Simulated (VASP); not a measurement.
Write the native input for VASP 6.6.1 that does the following.

```yaml
Task: single point
Functional: PBEsol
Potentials_or_basis: VASP PAW PBE potentials, release 64 (Mo_sv, P, H)
Cutoff: 400 eV
k_mesh: 9 × 9 × 1
Occupations: gaussian, width 0.1 eV
Spin: no spin polarisation
Dipole_correction: yes
Further_INCAR_settings: ALGO = Normal; EDIFF = 1e-06; NBANDS = 38; NELMDL = -8
```

The structure of Mo3P3H lies in POSCAR:

```
Mo3P3H
1.0
    3.1741350969      0.0000000000      0.0000000000
    0.0000000000      3.2062346803      0.0000000000
    0.0000000000      0.0000000000     25.4789215952
Mo P H
3 3 1
Direct
    0.0000000000      0.5000000000      0.3336090960
    0.0000000000      0.0000000000      0.4425886174
    0.0000000000      0.5000000000      0.5501261364
    0.5000000000      0.0000000000      0.3699356032
    0.5000000000      0.5000000000      0.4792943049
    0.5000000000      0.0000000000      0.5907329554
    0.5000000000      0.0000000000      0.7647136494
```

The input as run:

INCAR

```
PREC = Accurate
ENCUT = 400
EDIFF = 1E-6
ISMEAR = 0
SIGMA = 0.1
LREAL = F
LASPH = T
NELM = 120
ALGO = Normal
ISIF = 2
LWAVE = F
LCHARG = F
LDIPOL = T
IDIPOL = 3
DIPOL = 0.5 0.5 0.504
GGA = PS
NBANDS = 38
GGA_COMPAT = F
NELMDL = -8
```

KPOINTS

```
Automatic mesh
0
Gamma
  9 9 1
```

Potentials or basis: VASP PAW PBE potentials, release 64 (Mo_sv, P, H).

Command:

```console
$ cat potpaw_PBE.64/Mo_sv/POTCAR potpaw_PBE.64/P/POTCAR potpaw_PBE.64/H/POTCAR > POTCAR
$ mpirun -np 1 vasp_std > vasp.out
```

Results of the run:

```json
{
 "Largest force": "1.985 eV/Å",
 "Band gap on the k mesh": "zero (bands 29 and 30 overlap by 1.02 eV)"
}
```

Caveat: the PAW data sets were made with another functional, which shifts forces and pressure a little.

Wall time 7.9 min on 1 thread of AMD EPYC 7R43 64-Core Processor (Zen 3), on a shared host, peak memory 0.34 GiB.
